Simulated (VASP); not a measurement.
# C in VASP: further runs

The runs below take C through single point, with LDA.

Program: VASP 6.6.1. These are calculated values, not measurements. Logs are shortened: lines on timing, memory, paths and dates and some standing lists are left out, and cuts for length are marked.

**1. The cell of the first run**

The structure is cubic, space group Im-3m (No. 229). Conventional cell: a = 4.748 Å, b = 4.748 Å, c = 4.748 Å, α = 90.00°, β = 90.00°, γ = 90.00°. Within 1.9 Å of C (site symmetry 3m) lie 4 C at 1.44 to 1.55 Å.

**2. Single point, LDA (strain -0.015 along x and y, -0.015 along z)**

File INCAR:

```
PREC     = Accurate       # precision mode
ENCUT    = 520            # plane-wave cutoff, eV
EDIFF    = 1E-6           # SCF threshold, eV
ISMEAR   = 0              # smearing method
SIGMA    = 0.05           # smearing width, eV
LREAL    = F              # projectors in reciprocal space
LASPH    = T              # aspherical terms in the spheres
NELM     = 100            # most SCF steps
ALGO     = Normal         # electronic algorithm
ISIF     = 2              # what is computed and relaxed
LWAVE    = F              # write WAVECAR
LCHARG   = F              # write CHGCAR
NBANDS   = 26             # bands
```

File KPOINTS:

```
Automatic mesh
0
Gamma
  8 8 8
```

File POSCAR:

```
C
1.0
   -2.3742423240      2.3742423240      2.3742423240
    2.3742423240     -2.3742423240      2.3742423240
    2.3742423240      2.3742423240     -2.3742423240
C
8
Direct
    0.3254710859      0.0000000000      0.0000000000
    0.6745289141      0.6745289141      0.6745289141
    0.0000000000      0.3254710859      0.0000000000
    0.0000000000      0.0000000000      0.3254710859
    0.0000000000      0.6745289141      0.0000000000
    0.3254710859      0.3254710859      0.3254710859
    0.6745289141      0.0000000000      0.0000000000
    0.0000000000      0.0000000000      0.6745289141
```

Potentials or basis: VASP PAW LDA potentials, release 64 (C).

Started as:

```sh
$ cat potpaw_LDA.64/C/POTCAR > POTCAR
$ mpirun -np 1 vasp_std > vasp.out
```

OUTCAR:

```text
PREC = Accurate
   ENCUT = 520
   EDIFF = 1E-6
   ISMEAR = 0
   LREAL = F
   LASPH = T
   NELM = 100
   ISIF = 2

 ion  position               nearest neighbor table
   1  0.325  0.000  0.000-   7 1.44   6 1.55   5 1.55   8 1.55
   2  0.675  0.675  0.675-   6 1.44   5 1.55   7 1.55   8 1.55
   3  0.000  0.325  0.000-   5 1.44   6 1.55   7 1.55   8 1.55
   4  0.000  0.000  0.325-   8 1.44   6 1.55   7 1.55   5 1.55
   5  0.000  0.675  0.000-   3 1.44   2 1.55   1 1.55   4 1.55
   6  0.325  0.325  0.325-   2 1.44   1 1.55   3 1.55   4 1.55
   7  0.675  0.000  0.000-   1 1.44   2 1.55   3 1.55   4 1.55
   8  0.000  0.000  0.675-   4 1.44   2 1.55   3 1.55   1 1.55

  LATTYP: Found a body centered cubic cell.
 ALAT       =     4.7484846480

  Lattice vectors:

 A1 = (  -2.3742423240,   2.3742423240,   2.3742423240)
 A2 = (   2.3742423240,  -2.3742423240,   2.3742423240)
 A3 = (   2.3742423240,   2.3742423240,  -2.3742423240)

Analysis of symmetry for initial positions (statically):
=====================================================================
 Subroutine PRICEL returns:
 Original cell was already a primitive cell.

 Routine SETGRP: Setting up the symmetry group for a
 body centered cubic supercell.

 Subroutine GETGRP returns: Found 48 space group operations
 (whereof 48 operations were pure point group operations)
 out of a pool of 48 trial point group operations.

The static configuration has the point symmetry O_h .

Analysis of symmetry for dynamics (positions and initial velocities):
=====================================================================
 Subroutine PRICEL returns:
 Original cell was already a primitive cell.

 Routine SETGRP: Setting up the symmetry group for a
 body centered cubic supercell.

 Subroutine GETGRP returns: Found 48 space group operations
 (whereof 48 operations were pure point group operations)
 out of a pool of 48 trial point group operations.

The dynamic configuration has the point symmetry O_h .

 Subroutine INISYM returns: Found 48 space group operations
 (whereof 48 operations are pure point group operations),
 and found     1 'primitive' translations

----------------------------------------------------------------------------------------

                                     Primitive cell

  volume of cell :      53.5347

  direct lattice vectors                    reciprocal lattice vectors
    -2.374242324  2.374242324  2.374242324     0.000000000  0.210593500  0.210593500
     2.374242324 -2.374242324  2.374242324     0.210593500  0.000000000  0.210593500
     2.374242324  2.374242324 -2.374242324     0.210593500  0.210593500  0.000000000

  length of vectors
     4.112308335  4.112308335  4.112308335     0.297824183  0.297824183  0.297824183

  position of ions in fractional coordinates (direct lattice)
     0.325471086  0.000000000  0.000000000
     0.674528914  0.674528914  0.674528914
     0.000000000  0.325471086  0.000000000
     0.000000000  0.000000000  0.325471086
     0.000000000  0.674528914  0.000000000
     0.325471086  0.325471086  0.325471086
     0.674528914  0.000000000  0.000000000
     0.000000000  0.000000000  0.674528914

  ion indices of the primitive-cell ions
   primitive index   ion index
                 1           1
                 2           2
                 3           3
                 4           4
                 5           5
                 6           6
                 7           7
                 8           8

----------------------------------------------------------------------------------------

 KPOINTS: Automatic mesh

Automatic generation of k-mesh.
 Grid dimensions read from file:
 generate k-points for:    8    8    8

 Generating k-lattice:

  Cartesian coordinates                     Fractional coordinates (reciprocal lattice)
     0.000000000  0.026324187  0.026324187     0.125000000  0.000000000  0.000000000
     0.026324187  0.000000000  0.026324187     0.000000000  0.125000000  0.000000000
     0.026324187  0.026324187  0.000000000     0.000000000  0.000000000  0.125000000

  Length of vectors
     0.037228023  0.037228023  0.037228023

  Shift w.r.t. Gamma in fractional coordinates (k-lattice)
     0.000000000  0.000000000  0.000000000

 Subroutine IBZKPT returns following result:
 ===========================================

 Found     29 irreducible k-points:

 Following reciprocal coordinates:
            Coordinates               Weight
  0.000000  0.000000  0.000000      1.000000
  0.125000  0.000000  0.000000     12.000000
  0.250000  0.000000  0.000000     12.000000
  0.375000  0.000000  0.000000     12.000000
  0.500000  0.000000  0.000000      6.000000
  0.125000  0.125000  0.000000     24.000000
[... 16 lines left out ...]
 -0.250000  0.250000  0.250000      6.000000
 -0.375000  0.375000  0.250000     24.000000
 [... further k-points ...]
   k-points           NKPTS =     29   k-points in BZ     NKDIM =     29   number of bands    NBANDS=     26
   number of dos      NEDOS =    301   number of ions     NIONS =      8
   total plane-waves  NPLWV =  32768
   dimension x,y,z NGX =    32 NGY =   32 NGZ =   32
   dimension x,y,z NGXF=    64 NGYF=   64 NGZF=   64
   ions per type =               8
   NGX,Y,Z   is equivalent  to a cutoff of  12.94, 12.94, 12.94 a.u.
   NGXF,Y,Z  is equivalent  to a cutoff of  25.87, 25.87, 25.87 a.u.
 SYSTEM =  unknown system
   PREC   = accura    normal or accurate (medium, high low for compatibility)
   ISTART =      0    job   : 0-new  1-cont  2-samecut
   ICHARG =      2    charge: 1-file 2-atom 10-const
   ISPIN  =      1    spin polarized calculation?
   LNONCOLLINEAR =      F non collinear calculations
   LSORBIT =      F    spin-orbit coupling
   LASPH  =      T    aspherical Exc in radial PAW
   ENCUT  =  520.0 eV  38.22 Ry    6.18 a.u.   7.65  7.65  7.65*2*pi/ulx,y,z
   NELM   =    100;   NELMIN=  2; NELMDL= -5     # of ELM steps
   EDIFF  = 0.1E-05   stopping-criterion for ELM
   LREAL  =      F    real-space projection
   EDIFFG = 0.1E-04   stopping-criterion for IOM
   NSW    =      0    number of steps for IOM
   IBRION =     -1    ionic relax: 0-MD 1-quasi-New 2-CG
   NFREE  =      0    steps in history (QN), initial steepest desc. (CG)
   ISIF   =      2    stress and relaxation
   ISYM   =      2    0-nonsym 1-usesym 2-fastsym
   POTIM  = 0.5000    time-step for ionic-motion
   TEBEG  =    0.0;   TEEND  =   0.0 temperature during run
   PSTRESS=    0.0 pullay stress
   NELECT =      32.0000    total number of electrons
   NUPDOWN=      -1.0000    fix difference up-down
   EMIN   =  10.00;   EMAX   =-10.00  energy-range for DOS
   EFERMI =   0.00;   METHOD = LEGACY
   ISMEAR =     0;   SIGMA  =   0.05  broadening in eV -4-tet -1-fermi 0-gaus
   EFERMI_NEDOS =   21; number of points for ismear=-14 and -15
   IALGO  =     38    algorithm
   IMIX   =      4    mixing-type and parameters
     AMIX     =   0.40;   BMIX     =  1.00
     AMIX_MAG =   1.60;   BMIX_MAG =  1.00
  volume/ion in A,a.u.               =       6.69        45.16
  Fermi-wavevector in a.u.,A,eV,Ry     =   1.379049  2.606025 25.875246  1.901777
  Thomas-Fermi vector in A             =   2.504055
   LORBIT       =      0    0 simple, 1 ext, 2 COOP (PROOUT), +10 PAW based schemes
   GGA     = CA    functional components
   LHFCALC =     F    Hartree Fock is set to
   AEXX    =    0.0000 exact exchange contribution
   IVDW    =     0    specifies the selected vdW correction
   LEPSILON=     F    determine dielectric tensor
   LRPA    =     F    only Hartree local field effects (RPA)
 non-spin polarized calculation
 Gauss-broadening in eV      SIGMA  =   0.05
  energy-cutoff  :      520.00
  volume of cell :       53.53
 maximum number of plane-waves:      1464
   NGX = 15   NGY = 15   NGZ = 15

 number of electron      32.0000006 magnetization

 Free energy of the ion-electron system (eV)
  ---------------------------------------------------
  ext. energy  EPLUGINS =         0.00000000
  ---------------------------------------------------
  free energy    TOTEN  =       -75.13031809 eV

  energy without entropy =      -75.13031809  energy(sigma->0) =      -75.13031809

 E-fermi :   7.6610     XC(G=0): -12.2196

 val. band max:        7.4282079929   @ k =   0.5000   0.5000   0.5000
 cond. band min:      10.5489555420   @ k =   0.2500   0.1250   0.1250
 fundamental gap:      3.1207475491
 Fermi energy:         7.6610155739

 k-point     1 :       0.0000    0.0000    0.0000
  band No.  band energies     occupation
      1     -14.1660      2.00000
      2      -5.7026      2.00000
      3      -5.7026      2.00000
      4      -5.7026      2.00000
      5      -4.7583      2.00000
      6      -4.4975      2.00000
[... 18 lines left out ...]
     25      19.5493      0.00000
     26      19.5493      0.00000

 k-point     2 :       0.1250    0.0000    0.0000
  band No.  band energies     occupation
      1     -14.0658      2.00000
      2      -6.7729      2.00000
      3      -6.2043      2.00000
      4      -5.6667      2.00000
      5      -4.6567      2.00000
      6      -4.6095      2.00000
[... 18 lines left out ...]
     25      19.3256      0.00000
     26      19.5122      0.00000

 k-point     3 :       0.2500    0.0000    0.0000
  band No.  band energies     occupation
      1     -13.7927      2.00000
      2      -8.0565      2.00000
      3      -6.8177      2.00000
      4      -5.5784      2.00000
      5      -4.8507      2.00000
      6      -4.7709      2.00000
[... 572 lines left out ...]
 k-point    23 :      -0.2500    0.2500    0.2500
  band No.  band energies     occupation
      1     -13.4448      2.00000
      2      -7.9738      2.00000
      3      -7.7089      2.00000
      4      -7.7089      2.00000
      5      -3.4745      2.00000
      6      -2.3152      2.00000
[... 18 lines left out ...]
     25      17.7051      0.00000
     26      17.7168      0.00000

 k-point    24 :      -0.3750    0.3750    0.2500
  band No.  band energies     occupation
      1     -13.1342      2.00000
      2      -8.7520      2.00000
      3      -8.0779      2.00000
      4      -7.6752      2.00000
      5      -3.3379      2.00000
      6      -2.2359      2.00000
[... 18 lines left out ...]
     25      18.0519      0.00000
     26      18.5471      0.00000

 [... further k-points ...]
[... 5 lines left out ...]
  --------------------------------------------------------------------------------------
  -------------------------------------------------------------------------------------
  Total        6.0371970      6.0371970      6.0371970      0.0000000      0.0000000      0.0000000
  in kB      180.6803022    180.6803022    180.6803022      0.0000000      0.0000000      0.0000000
  external PRESSURE =     180.6803022 kB  Pullay stress =       0.0000000 kB

 VOLUME and BASIS-vectors are now :
 -----------------------------------------------------------------------------
  energy-cutoff  :      520.00
  volume of cell :       53.53
      direct lattice vectors                 reciprocal lattice vectors
    -2.374242324  2.374242324  2.374242324     0.000000000  0.210593500  0.210593500
     2.374242324 -2.374242324  2.374242324     0.210593500  0.000000000  0.210593500
     2.374242324  2.374242324 -2.374242324     0.210593500  0.210593500  0.000000000

 POSITION                                       TOTAL-FORCE (eV/Angst)
 -----------------------------------------------------------------------------------
     -0.77275      0.77275      0.77275        -0.173758      0.173758      0.173758
      1.60150      1.60150      1.60150        -0.173758     -0.173758     -0.173758
      0.77275     -0.77275      0.77275         0.173758     -0.173758      0.173758
      0.77275      0.77275     -0.77275         0.173758      0.173758     -0.173758
      1.60150     -1.60150      1.60150        -0.173758      0.173758     -0.173758
      0.77275      0.77275      0.77275         0.173758      0.173758      0.173758
     -1.60150      1.60150      1.60150         0.173758     -0.173758     -0.173758
      1.60150      1.60150     -1.60150        -0.173758     -0.173758      0.173758
 -----------------------------------------------------------------------------------
    total drift:                                0.000000      0.000000     -0.000000

  FREE ENERGIE OF THE ION-ELECTRON SYSTEM (eV)
  ---------------------------------------------------
  free  energy   TOTEN  =       -75.1303180874 eV

  energy  without entropy=      -75.1303180874  energy(sigma->0) =      -75.13031809
```

Wall time 31 s (1 thread of Intel Xeon 6975P-C (Granite Rapids), shared host); peak memory 0.15 GiB.

What came out:

| Quantity | Value |
| --- | --- |
| Free energy | -75.1303 eV |
| Pressure | 18.1 GPa |
| Largest force | 0.301 eV/Å |
| Band gap on the k mesh | 3.12 eV, indirect (least direct gap 3.84 eV) |

Forces on the atoms (eV/Å):
```
C   -0.174  0.174  0.174
C   -0.174 -0.174 -0.174
C    0.174 -0.174  0.174
C    0.174  0.174 -0.174
C   -0.174  0.174 -0.174
C    0.174  0.174  0.174
C    0.174 -0.174 -0.174
C   -0.174 -0.174  0.174
```

Caveat: the cell differs from its parent crystal (strain -0.015 along x and y, -0.015 along z). A k mesh can miss the band edges.

(Part 1 of 4 ends here.)
